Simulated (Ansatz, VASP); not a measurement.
## Al3Pd: VASP beside Ansatz

INCAR

```
SYSTEM = Al3Pd
PREC = Accurate ; ENCUT = 520
EDIFF = 1E-7 ; ISMEAR = -1
SIGMA = 0.05 ; LREAL = .FALSE.
LASPH = .TRUE. ; NELM = 60
ALGO = Normal ; ISIF = 2
LWAVE = .FALSE. ; LCHARG = .FALSE.
GGA = PE ; NBANDS = 18
```

The input KPOINTS:

```
Automatic mesh
0
G
  10 10 10
  0 0 0
```

POSCAR

```
Al3Pd
1.0
    3.9469100000      0.0000000000      0.0000000000
    0.0000000000      3.9469100000      0.0000000000
    0.0000000000      0.0000000000      3.9469100000
Al Pd
3 1
Direct
    0.0000000000      0.5000000000      0.5000000000
    0.5000000000      0.0000000000      0.5000000000
    0.5000000000      0.5000000000      0.0000000000
    0.0000000000      0.0000000000      0.0000000000
```

Input for Ansatz:

```yaml
crystal:
  lattice:
    - [3.94691, 0.0, 0.0]
    - [0.0, 3.94691, 0.0]
    - [0.0, 0.0, 3.94691]
  atoms:
    - { symbol: Al, position: [0.0, 0.5, 0.5] }
    - { symbol: Al, position: [0.5, 0.0, 0.5] }
    - { symbol: Al, position: [0.5, 0.5, 0.0] }
    - { symbol: Pd, position: [0.0, 0.0, 0.0] }
basis:
  ecutwfc: 420
kpoints:
  mp_grid: { grid: [10, 10, 10] }
hamiltonian:
  xc: pbe
scf:
  occupations: { method: fermi_dirac, width: 0.05 }
output:
  forces: true
  stress: true
  eigenvalues: true
```

Alike in both runs: task single point; functional PBE; k mesh 10 × 10 × 10; occupations fermi-dirac, width 0.05 eV; no spin polarisation.

|  | VASP | Ansatz |
| --- | --- | --- |
| version | VASP 6.6.1 | Ansatz 0.2.0 |
| potentials or method | VASP PAW PBE potentials, release 64 (Al, Pd), cutoff 520 eV | scalar-relativistic, plane waves, PAW |
| valence electrons in the cell | 19 | 27 |

|  | VASP | Ansatz | Ansatz less VASP |
| --- | --- | --- | --- |
| gap on the k mesh at the Fermi level (eV) | none | none | - |
| pressure (GPa) | 1.2 | 1.2 | +0.03 |

A gap of «none» marks a metal or a gap that the smearing closes. VASP's potentials hold 19 valence electrons a cell and Ansatz's 27, so a difference there can come from the potentials and not from the codes.
